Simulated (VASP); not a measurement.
A run of VASP 6.6.1:

INCAR

```
SYSTEM = TePb
ALGO = Normal ; EDIFF = 1E-6
ENCUT = 500 ; GGA = PE
GGA_COMPAT = .FALSE. ; ISIF = 2
ISMEAR = -5 ; LASPH = .TRUE.
LCHARG = .TRUE. ; LELF = .TRUE.
LREAL = .FALSE. ; LVHAR = .TRUE.
LWAVE = .FALSE. ; NBANDS = 17
NELM = 120 ; PREC = Accurate
SIGMA = 0.1
```

Contents of KPOINTS:

```
k-points
0
G
  4 4 4
  0 0 0
```

Contents of POSCAR:

```
TePb
1.0
    0.0000000000      3.6414940692      3.6414940692
    3.6414940692      0.0000000000      3.6414940692
    3.6414940692      3.6414940692      0.0000000000
Pb Te
1 1
Direct
    0.0000000000      0.0000000000      0.0000000000
    0.2500000000      0.2500000000      0.2500000000
```

Potentials or basis: VASP PAW PBE potentials, release 64 (Pb_d, Te).

Launch:

```bash
$ cat potpaw_PBE.64/Pb_d/POTCAR potpaw_PBE.64/Te/POTCAR > POTCAR
$ mpirun -np 1 vasp_std > vasp.out
```

Hardware: 1 thread of AMD EPYC 9R45, on a shared host.

Question: Estimate the wall time of this run.

Answer: It took 31 s on 1 thread of AMD EPYC 9R45, with other jobs on the host, peak memory 0.21 GiB. Counts: scf iterations 14, k points 8.
